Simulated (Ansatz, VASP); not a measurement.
**Cu in VASP and in Ansatz**

```
CELL_PARAMETERS angstrom
0.00000 1.77060 1.77060
1.77060 0.00000 1.77060
1.77060 1.77060 0.00000
ATOMIC_POSITIONS crystal
Cu 0.00000 0.00000 0.00000
```

Change from the starting cell: volume scaled by 0.94.

Alike in both runs: task single point; functional PBEsol; k mesh 19 × 19 × 19; occupations fermi-dirac, width 0.08 eV; no spin polarisation.

|  | VASP | Ansatz |
| --- | --- | --- |
| version | VASP 6.6.1 | Ansatz 0.2.0 |
| potentials or method | VASP PAW PBE potentials, release 64 (Cu), cutoff 520 eV | all-electron LAPW, scalar-relativistic |

Ansatz gave:

- pressure (GPa): 3.3

Q: Estimate VASP's values.

A: Pressure (GPa): 4.0.

VASP's potentials were made for PBE, not for PBEsol. Ansatz ran all-electron here, and VASP with PAW potentials.
